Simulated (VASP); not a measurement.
**Lu: relaxation of cell and atoms with r2SCAN**

Crystal: Lu.

```xyz
1
Lattice="0.0000 2.4500 2.4500 2.4500 0.0000 2.4500 2.4500 2.4500 0.0000" Properties=species:S:1:pos:R:3 pbc="T T T"
Lu    0.0000    0.0000    0.0000
```

This isn't the form of Lu at room conditions, which is hcp.

- Program: VASP 6.6.1
- Task: relaxation of cell and atoms
- Functional: r2SCAN
- Potentials or basis: VASP PAW PBE potentials, release 64 (Lu)
- Cutoff: 660 eV
- k mesh: 8 × 8 × 8
- Occupations: methfessel-paxton, width 0.05 eV
- Spin: no spin polarisation
- Target pressure: 20 GPa
- Dipole correction: no
- Further INCAR settings: ALGO = Normal; EDIFF = 1e-07; IBRION = 2; EDIFFG = -0.02; NSW = 80; ISIF = 3

- Relaxed volume: 21.84 Å³/atom
- Relaxed cell: a = 3.138 Å, b = 3.138 Å, c = 3.138 Å, α = 60.00°, β = 60.00°, γ = 60.00°
- Space group after relaxing (to 0.1 Å): Fm-3m (No. 225)
- Energy change on relaxing (the run minimises the enthalpy): +361.4 meV/atom
- Ionic steps: 8
- Pressure after relaxing: 20.0 GPa
- Band gap on the k mesh: zero (an odd number of electrons rules out a gap without spin polarisation)

The path:
| step | energy change (eV) | largest force (eV/Å) | pressure (GPa) | volume (Å³) |
| --- | --- | --- | --- | --- |
| 1 | 0.0000 | 0.0000 | -0.22 | 29.41 |
| 2 | 1.7392 | 0.0000 | 65.92 | 16.27 |
| 3 | 0.3110 | 0.0000 | 18.03 | 22.26 |
| 4 | 0.3545 | 0.0000 | 19.74 | 21.90 |
| 5 | 0.3716 | 0.0000 | 20.39 | 21.76 |
| 6 | 0.3525 | 0.0000 | 19.66 | 21.91 |
| 7 | 0.3563 | 0.0000 | 19.81 | 21.88 |
| 8 | 0.3614 | 0.0000 | 20.00 | 21.84 |

Final structure:
```
CELL_PARAMETERS angstrom
0.00000 2.21861 2.21861
2.21861 0.00000 2.21861
2.21861 2.21861 0.00000
ATOMIC_POSITIONS crystal
Lu 0.00000 0.00000 0.00000
```

Levels at points of the mesh, in eV from the Fermi level:
```
           k point  band 10  band 11  band 12  band 13  band 14  band 15
(0.00, 0.00, 0.00)    -4.71    -4.71    -4.71     2.71     2.71     2.71
(0.50, 0.00, 0.00)    -4.74    -4.70    -3.18     1.30     2.36     2.36
(0.50, 0.50, 0.00)    -4.76    -4.76    -3.07    -1.63     3.62     8.68
```

Wall time 17 min on 1 thread of Intel(R) Xeon(R) Platinum 8488C (Sapphire Rapids), on a shared host, peak memory 0.22 GiB.

Caveat: the cell is relaxed towards a set pressure, so the run minimises the enthalpy, not the energy; the volume moved by over 15 % at a fixed basis, so the end points are rough; the PAW data sets were made with another functional, which shifts forces and pressure a little; spin-orbit coupling is left out, which moves the levels of the heavy elements.
